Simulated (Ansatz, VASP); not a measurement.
One calculation of P, two programs

```xyz
1
Lattice="0.0000 1.7428 1.7428 1.7428 0.0000 1.7428 1.7428 1.7428 0.0000" Properties=species:S:1:pos:R:3 pbc="T T T"
P     0.0000    0.0000    0.0000
```

Change from the starting cell: volume scaled by 0.76, LAPW.

Alike in both runs: task single point; functional PBEsol; k mesh 17 × 17 × 17; occupations fermi-dirac, width 0.1 eV; no spin polarisation.

|  | VASP | Ansatz |
| --- | --- | --- |
| version | VASP 6.6.1 | Ansatz 0.2.0 |
| potentials or method | VASP PAW PBE potentials, release 64 (P), cutoff 520 eV | all-electron LAPW, scalar-relativistic |

```tsv
	VASP	Ansatz	Ansatz less VASP
pressure (GPa)	49.6	49.6	+0.01
```

VASP's potentials were made for PBE, not for PBEsol. Both programs put the cell under a high pressure, so it lies far from rest at this level. Ansatz ran all-electron here, and VASP with PAW potentials.
